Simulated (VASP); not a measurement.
A run of VASP 6.6.1 is set up as follows.

INCAR

```
SYSTEM = CoNiO2
ALGO = Normal
EDIFF = 1E-6
ENCUT = 520
ISIF = 2
ISMEAR = -1
ISPIN = 2
LASPH = .True.
LCHARG = .True.
LELF = .True.
LMAXMIX = 4
LORBIT = 11
LREAL = .False.
LVHAR = .True.
LWAVE = .False.
MAGMOM = 1 2 0 0
NBANDS = 28
NELM = 150
PREC = Accurate
SIGMA = 0.05
```

Contents of KPOINTS:

```
k-points
0
Gamma
  9 9 6
  0 0 0
```

The input POSCAR:

```
CoNiO2
1.0
    2.9527987338      0.0000000000      0.0000000000
    0.0000000000      2.9527987338      0.0000000000
    0.0000000000      0.0000000000      4.1360917330
Ni Co O
1 1 2
Direct
    0.0000000000      0.0000000000      0.0000000000
    0.5000000000      0.5000000000      0.5000000000
    0.0000000000      0.0000000000      0.5000000000
    0.5000000000      0.5000000000      0.0000000000
```

Potentials or basis: VASP PAW LDA potentials, release 64 (Ni, Co, O).

The run is started by

```sh
$ cat potpaw_LDA.64/Ni/POTCAR potpaw_LDA.64/Co/POTCAR potpaw_LDA.64/O/POTCAR > POTCAR
$ mpirun -np 1 vasp_std > vasp.out
```

Question: Predict the net moment.

Answer: 2.73 μB per cell.

Question: Predict the site moments.

Answer: Ni +0.50; Co +1.92; O +0.15, +0.11 μB.

Question: Estimate the pressure.

Answer: -16.2 GPa.

Stress tensor (GPa, compression positive):
```
-16.34   0.00   0.00
  0.00 -16.34   0.00
  0.00   0.00 -15.77
```
